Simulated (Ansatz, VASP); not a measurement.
## Two plane-wave programs on La2Y2O

```
La Y O
1.0
     4.85000    0.00000    0.00000
     0.00000    4.85000    0.00000
     0.00000    0.00000    4.85000
La Y O
2 2 1
Direct
  0.50000 0.50000 0.00000
  0.00000 0.00000 0.00000
  0.00000 0.50000 0.50000
  0.50000 0.00000 0.50000
  0.50000 0.50000 0.50000
```

Alike in both runs: task relaxation of cell and atoms; functional PBE; k mesh 4 × 4 × 4; occupations gaussian, width 0.2 eV; no spin polarisation.

|  | VASP | Ansatz |
| --- | --- | --- |
| version | VASP 6.6.1 | Ansatz 0.2.0 |
| potentials or method | VASP PAW PBE potentials, release 64 (La, Y_sv, O), cutoff 600 eV | scalar-relativistic, plane waves, PAW |
| valence electrons in the cell | 50 | 50 |

```csv
,VASP,Ansatz,Ansatz less VASP
"gap on the k mesh at the Fermi level, each at its own relaxed structure (eV)",none,none,-
relaxed volume (Å³/atom),26.22,26.13,-0.088
relaxed length of the cell vector where the two differ most in proportion (Å),5.554,5.527,-0.0261
```

A gap of «none» marks a metal or a gap that the smearing closes.

Spin-orbit coupling is off throughout.
